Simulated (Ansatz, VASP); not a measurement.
**C: VASP beside Ansatz**

File INCAR:

```
SYSTEM = C
PREC = Accurate
ENCUT = 520
EDIFF = 1E-6
ISMEAR = 0
SIGMA = 0.15
LREAL = .False.
LASPH = .True.
NELM = 100
ALGO = Normal
ISIF = 2
LWAVE = .False.
LCHARG = .False.
GGA = PS
IVDW = 12
NBANDS = 16
```

Contents of KPOINTS:

```
regular mesh
0
Gamma
  21 21 8
  0 0 0
```

The input POSCAR:

```
C
1.0
    2.4187967876      0.0000000000      0.0000000000
   -1.2093983938      2.0947394647      0.0000000000
    0.0000000000      0.0000000000      6.7951258155
C
4
Direct
    0.0000000000      0.0000000000      0.0025000000
    0.0000000000      0.0000000000      0.5025000000
    0.3333333333      0.6666666667      0.0025000000
    0.6666666667      0.3333333333      0.5025000000
```

Input for Ansatz:

```yaml
crystal:
  lattice:
    - [2.4187967876, 0.0, 0.0]
    - [-1.2093983938, 2.0947394647, 0.0]
    - [0.0, 0.0, 6.7951258155]
  atoms:
    - { symbol: C, position: [0.0, 0.0, 0.0025] }
    - { symbol: C, position: [0.0, 0.0, 0.5025] }
    - { symbol: C, position: [0.3333333333, 0.6666666667, 0.0025] }
    - { symbol: C, position: [0.6666666667, 0.3333333333, 0.5025] }
basis:
  ecutwfc: 520.0
kpoints:
  mp_grid: { grid: [21, 21, 8] }
hamiltonian:
  xc: pbesol
  pseudopotentials: { kind: paw, azcp: { folder: soft_1 } }
  dispersion: d3bj
scf:
  occupations: { method: gaussian, width: 0.15 }
output:
  forces: true
  stress: true
  eigenvalues: true
  write_density: true
  write_potential: true
  elf: true
  volumetric_format: npy
```

Alike in both runs: task single point; functional PBEsol; dispersion D3(BJ); k mesh 21 × 21 × 8; occupations gaussian, width 0.15 eV; no spin polarisation.

```csv
,VASP,Ansatz
version,VASP 6.6.1,Ansatz 0.2.0
potentials or method,"VASP PAW PBE potentials, release 64 (C), cutoff 520 eV","scalar-relativistic, plane waves, PAW"
valence electrons in the cell,16,16
```

```tsv
	VASP	Ansatz	Ansatz less VASP
gap on the k mesh at the Fermi level (eV)	none	none	-
pressure (GPa)	15.6	14.8	-0.75
traceless stress, the component that is largest in VASP (GPa)	-16.71	-15.84	+0.864
```

VASP's potentials were made for PBE, not for PBEsol, and Ansatz warns of the same on its side. A gap of «none» marks a metal or a gap that the smearing closes.
